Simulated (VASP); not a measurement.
# Ag2O (Pn-3m) in VASP: single point with PBE

Aim: the single point of Ag2O with PBE.

All numbers are computed with VASP 6.6.1; they aren't measurements. Logs are shortened: lines on timing, memory, paths and dates and some standing lists are left out, and cuts for length are marked.

## (1) The cell of the first run

The structure is cubic, space group Pn-3m (No. 224). Conventional cell: a = 4.812 Å, b = 4.812 Å, c = 4.812 Å, α = 90.00°, β = 90.00°, γ = 90.00°. Ag (site symmetry -3m) has 2 O at 2.08 Å within 2.8 Å. Within 2.8 Å of O (site symmetry -43m) lie 4 Ag at 2.08 Å.

## (2) Single point, PBE

Input file INCAR:

```
PREC     = Accurate       # precision mode
ENCUT    = 600            # plane-wave cutoff, eV
EDIFF    = 1E-6           # SCF threshold, eV
ISMEAR   = 0              # smearing method
SIGMA    = 0.1            # smearing width, eV
LREAL    = False          # projectors in reciprocal space
LASPH    = True           # aspherical terms in the spheres
NELM     = 120            # most SCF steps
ALGO     = Normal         # electronic algorithm
ISIF     = 2              # what is computed and relaxed
LWAVE    = False          # write WAVECAR
LCHARG   = True           # write CHGCAR
GGA      = PE             # functional
LELF     = True           # ELF
LVHAR    = True         
NBANDS   = 37             # bands
GGA_COMPAT= False
```

Input file KPOINTS:

```
regular mesh
0
Gamma
  8 8 8
```

Input file POSCAR:

```
Ag2O
1.0
    4.8124857864      0.0000000000      0.0000000000
    0.0000000000      4.8124857864      0.0000000000
    0.0000000000      0.0000000000      4.8124857864
Ag O
4 2
Direct
    0.7500000000      0.7500000000      0.7500000000
    0.7500000000      0.2500000000      0.2500000000
    0.2500000000      0.2500000000      0.7500000000
    0.2500000000      0.7500000000      0.2500000000
    0.0000000000      0.0000000000      0.0000000000
    0.5000000000      0.5000000000      0.5000000000
```

Potentials or basis: VASP PAW PBE potentials, release 64 (Ag, O).

Started as:

```sh
cat potpaw_PBE.64/Ag/POTCAR potpaw_PBE.64/O/POTCAR > POTCAR
mpirun -np 1 vasp_std > vasp.out
```

OUTCAR:

```text
PREC = Accurate
   ENCUT = 600
   EDIFF = 1E-6
   ISMEAR = 0
   LREAL = False
   LASPH = True
   NELM = 120
   ISIF = 2
   GGA = PE

 ion  position               nearest neighbor table
   1  0.750  0.750  0.750-   5 2.08   6 2.08   4 3.40   2 3.40   3 3.40   2 3.40   4 3.40   2 3.40
                             3 3.40   2 3.40   3 3.40   4 3.40   4 3.40   3 3.40
   2  0.750  0.250  0.250-   5 2.08   6 2.08   4 3.40   1 3.40   3 3.40   1 3.40   3 3.40   1 3.40
                             4 3.40   1 3.40   3 3.40   4 3.40   3 3.40   4 3.40
   3  0.250  0.250  0.750-   5 2.08   6 2.08   4 3.40   1 3.40   2 3.40   2 3.40   4 3.40   1 3.40
                             4 3.40   4 3.40   1 3.40   2 3.40   2 3.40   1 3.40
   4  0.250  0.750  0.250-   5 2.08   6 2.08   3 3.40   1 3.40   2 3.40   1 3.40   3 3.40   2 3.40
                             3 3.40   3 3.40   1 3.40   2 3.40   1 3.40   2 3.40
   5  0.000  0.000  0.000-   1 2.08   2 2.08   3 2.08   4 2.08
   6  0.500  0.500  0.500-   1 2.08   2 2.08   3 2.08   4 2.08

  LATTYP: Found a simple cubic cell.
 ALAT       =     4.8124857864

  Lattice vectors:

 A1 = (   4.8124857864,   0.0000000000,   0.0000000000)
 A2 = (   0.0000000000,   4.8124857864,   0.0000000000)
 A3 = (   0.0000000000,   0.0000000000,   4.8124857864)

Analysis of symmetry for initial positions (statically):
=====================================================================
 Subroutine PRICEL returns:
 Original cell was already a primitive cell.

 Routine SETGRP: Setting up the symmetry group for a
 simple cubic supercell.

 Subroutine GETGRP returns: Found 48 space group operations
 (whereof 24 operations were pure point group operations)
 out of a pool of 48 trial point group operations.

The static configuration has the point symmetry T_d .
 The point group associated with its full space group is O_h .

Analysis of symmetry for dynamics (positions and initial velocities):
=====================================================================
 Subroutine PRICEL returns:
 Original cell was already a primitive cell.

 Routine SETGRP: Setting up the symmetry group for a
 simple cubic supercell.

 Subroutine GETGRP returns: Found 48 space group operations
 (whereof 24 operations were pure point group operations)
 out of a pool of 48 trial point group operations.

The dynamic configuration has the point symmetry T_d .
 The point group associated with its full space group is O_h .

 Subroutine INISYM returns: Found 48 space group operations
 (whereof 24 operations are pure point group operations),
[... 108 lines left out ...]
   IBRION =     -1    ionic relax: 0-MD 1-quasi-New 2-CG
   NFREE  =      0    steps in history (QN), initial steepest desc. (CG)
   ISIF   =      2    stress and relaxation
   ISYM   =      2    0-nonsym 1-usesym 2-fastsym
   POTIM  = 0.5000    time-step for ionic-motion
   TEBEG  =    0.0;   TEEND  =   0.0 temperature during run
   PSTRESS=    0.0 pullay stress
   NELECT =      56.0000    total number of electrons
   NUPDOWN=      -1.0000    fix difference up-down
   EMIN   =  10.00;   EMAX   =-10.00  energy-range for DOS
   EFERMI =   0.00;   METHOD = LEGACY
   ISMEAR =     0;   SIGMA  =   0.10  broadening in eV -4-tet -1-fermi 0-gaus
   EFERMI_NEDOS =   21; number of points for ismear=-14 and -15
   IALGO  =     38    algorithm
   IMIX   =      4    mixing-type and parameters
     AMIX     =   0.40;   BMIX     =  1.00
     AMIX_MAG =   1.60;   BMIX_MAG =  1.00
  volume/ion in A,a.u.               =      18.58       125.36
  Fermi-wavevector in a.u.,A,eV,Ry     =   1.301472  2.459425 23.045935  1.693828
  Thomas-Fermi vector in A             =   2.432603
   LORBIT       =      0    0 simple, 1 ext, 2 COOP (PROOUT), +10 PAW based schemes
   GGA     = PE    functional components
   LHFCALC =     F    Hartree Fock is set to
   AEXX    =    0.0000 exact exchange contribution
   IVDW    =     0    specifies the selected vdW correction
   LEPSILON=     F    determine dielectric tensor
   LRPA    =     F    only Hartree local field effects (RPA)
 non-spin polarized calculation
 Gauss-broadening in eV      SIGMA  =   0.10
  energy-cutoff  :      600.00
  volume of cell :      111.46
 maximum number of plane-waves:      3767
 NGX is ok and might be reduce to    40
   NGX = 19   NGY = 19   NGZ = 19

 number of electron      55.9999978 magnetization

 Free energy of the ion-electron system (eV)
  ---------------------------------------------------
  ext. energy  EPLUGINS =         0.00000000
  ---------------------------------------------------
  free energy    TOTEN  =       -21.46333859 eV

  energy without entropy =      -21.46216380  energy(sigma->0) =      -21.46275119

 E-fermi :   4.0450     XC(G=0): -10.2126

 val. band max:        3.9832806292   @ k =   0.0000   0.0000   0.0000
 cond. band min:       4.1305159750   @ k =   0.1250   0.0000   0.0000
 fundamental gap:      0.1472353458
 Fermi energy:         4.0449522671

 k-point     1 :       0.0000    0.0000    0.0000
  band No.  band energies     occupation
      1     -14.4137      2.00000
      2     -13.8325      2.00000
      3      -2.3562      2.00000
      4      -2.3562      2.00000
      5      -2.3562      2.00000
      6      -0.2715      2.00000
[... 949 lines left out ...]
     36      12.5590      0.00000
     37      13.2498      0.00000

 [... further k-points ...]

------------------------ aborting loop because EDIFF is reached ----------------------------------------

  FORCE on cell =-STRESS in cart. coord.  units (eV):
  Direction    XX          YY          ZZ          XY          YZ          ZX
  --------------------------------------------------------------------------------------
  -------------------------------------------------------------------------------------
  Total       -0.1119299     -0.1119299     -0.1119299      0.0000000      0.0000000      0.0000000
  in kB       -1.6089715     -1.6089715     -1.6089715      0.0000000      0.0000000      0.0000000
  external PRESSURE =      -1.6089715 kB  Pullay stress =       0.0000000 kB

 VOLUME and BASIS-vectors are now :
 -----------------------------------------------------------------------------
  energy-cutoff  :      600.00
  volume of cell :      111.46
      direct lattice vectors                 reciprocal lattice vectors
     4.812485786  0.000000000  0.000000000     0.207792822  0.000000000  0.000000000
     0.000000000  4.812485786  0.000000000     0.000000000  0.207792822  0.000000000
     0.000000000  0.000000000  4.812485786     0.000000000  0.000000000  0.207792822

 POSITION                                       TOTAL-FORCE (eV/Angst)
 -----------------------------------------------------------------------------------
      3.60936      3.60936      3.60936        -0.000000      0.000000      0.000000
      3.60936      1.20312      1.20312         0.000000     -0.000000     -0.000000
      1.20312      1.20312      3.60936         0.000000      0.000000     -0.000000
      1.20312      3.60936      1.20312        -0.000000     -0.000000      0.000000
      0.00000      0.00000      0.00000        -0.000000      0.000000     -0.000000
      2.40624      2.40624      2.40624        -0.000000      0.000000     -0.000000
 -----------------------------------------------------------------------------------
    total drift:                                0.000000      0.000000      0.000000

  FREE ENERGIE OF THE ION-ELECTRON SYSTEM (eV)
  ---------------------------------------------------
  free  energy   TOTEN  =       -21.4633385871 eV

  energy  without entropy=      -21.4621637952  energy(sigma->0) =      -21.46275119
```

OSZICAR:

```text
N       E                     dE             d eps       ncg     rms          rms(c)
DAV:   1     0.414738409484E+03    0.41474E+03   -0.30725E+04  2590   0.162E+03
DAV:   2    -0.147461966852E+01   -0.41621E+03   -0.39574E+03  2788   0.355E+02
DAV:   3    -0.252976244010E+02   -0.23823E+02   -0.23495E+02  2857   0.834E+01
DAV:   4    -0.255482582046E+02   -0.25063E+00   -0.25042E+00  2735   0.912E+00
DAV:   5    -0.255499065595E+02   -0.16484E-02   -0.16482E-02  2867   0.732E-01    0.188E+01
DAV:   6    -0.218161689413E+02    0.37337E+01   -0.19293E+01  3092   0.324E+01    0.117E+01
DAV:   7    -0.214839459696E+02    0.33222E+00   -0.23471E+00  2646   0.120E+01    0.822E+00
DAV:   8    -0.215473209170E+02   -0.63375E-01   -0.12431E+00  2705   0.564E+00    0.326E+00
DAV:   9    -0.214625519475E+02    0.84769E-01   -0.26329E-01  2905   0.300E+00    0.378E-01
DAV:  10    -0.214634625127E+02   -0.91057E-03   -0.15619E-02  2635   0.781E-01    0.219E-01
DAV:  11    -0.214633263384E+02    0.13617E-03   -0.38323E-04  2944   0.104E-01    0.133E-01
DAV:  12    -0.214633406755E+02   -0.14337E-04   -0.18678E-04  2684   0.747E-02    0.155E-02
DAV:  13    -0.214633392045E+02    0.14710E-05   -0.35598E-06  2517   0.140E-02    0.121E-02
DAV:  14    -0.214633385871E+02    0.61743E-06   -0.33991E-06  2380   0.109E-02
   1 F= -.21463339E+02 E0= -.21462751E+02  d E =-.117479E-02
```

It took 3.5 min on 1 thread of Intel Xeon 8259CL, shared host; peak memory 0.32 GiB.

What came out:

```yaml
Free_energy: -21.4633 eV
Pressure: -0.2 GPa
Band_gap_on_the_k_mesh: zero (filled and empty bands touch)
```
